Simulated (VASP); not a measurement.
Write the native input for VASP 6.6.1 that does the following.

| Property | Result |
| --- | --- |
| Task | relaxation of cell and atoms |
| Functional | PBE |
| Potentials or basis | VASP PAW PBE potentials, release 64 (Be, Cd, S) |
| Cutoff | 600 eV |
| k mesh | 4 × 4 × 4 |
| Occupations | gaussian, width 0.1 eV |
| Spin | no spin polarisation |
| Dipole correction | no |
| Further INCAR settings | ALGO = Normal; EDIFF = 1e-07; IBRION = 2; EDIFFG = -0.04; NSW = 90; ISIF = 3 |

The structure of BeCdS3 lies in POSCAR:

```
BeCdS3
1.0
    3.0918498200      1.7850803300      5.0489696200
   -3.0918498200      1.7850803300      5.0489696200
    0.0000000000     -3.5701606600      5.0489696200
Be Cd S
2 2 6
Direct
    0.5000000000      0.5000000000      0.5000000000
    0.0000000000      0.0000000000      0.0000000000
    0.7500000000      0.7500000000      0.7500000000
    0.2500000000      0.2500000000      0.2500000000
    0.8011756800      0.2500000000      0.6988243200
    0.6988243200      0.8011756800      0.2500000000
    0.2500000000      0.6988243200      0.8011756800
    0.1988243200      0.7500000000      0.3011756800
    0.3011756800      0.1988243200      0.7500000000
    0.7500000000      0.3011756800      0.1988243200
```

These files were run (other wordings do the same):

INCAR

```
SYSTEM = BeCdS3
ALGO = Normal ; EDIFF = 1E-7
EDIFFG = -0.04 ; ENCUT = 600
GGA = PE ; IBRION = 2
ISIF = 3 ; ISMEAR = 0
LASPH = .True. ; LCHARG = .False.
LREAL = .False. ; LWAVE = .False.
NELM = 80 ; NSW = 90
PREC = Accurate ; SIGMA = 0.1
```

KPOINTS

```
k-points
0
Gamma
  4 4 4
  0 0 0
```

Potentials or basis: VASP PAW PBE potentials, release 64 (Be, Cd, S).

Launch:

```console
$ cat potpaw_PBE.64/Be/POTCAR potpaw_PBE.64/Cd/POTCAR potpaw_PBE.64/S/POTCAR > POTCAR
$ mpirun -np 1 vasp_std > vasp.out
```

It gave:

The relaxed volume is 17.64 Å³/atom. The relaxed cell is a = 6.398 Å, b = 6.398 Å, c = 6.398 Å, α = 57.93°, β = 57.93°, γ = 57.93° and the space group after relaxing (to 0.1 Å) is R-3c (No. 167). The energy gained by relaxing is 98.2 meV/atom, the ionic steps are 9 and the pressure after relaxing is -0.1 GPa. The largest force after relaxing is 0.008 eV/Å and the band gap on the k mesh is zero (bands 32 and 33 overlap by 0.49 eV).

Caveat: semilocal functionals underestimate gaps, and a narrow one can read as zero.

Wall time 8.8 min on 1 thread of AMD EPYC 9R45 96-Core Processor (Zen 5), on a shared host, peak memory 0.39 GiB.
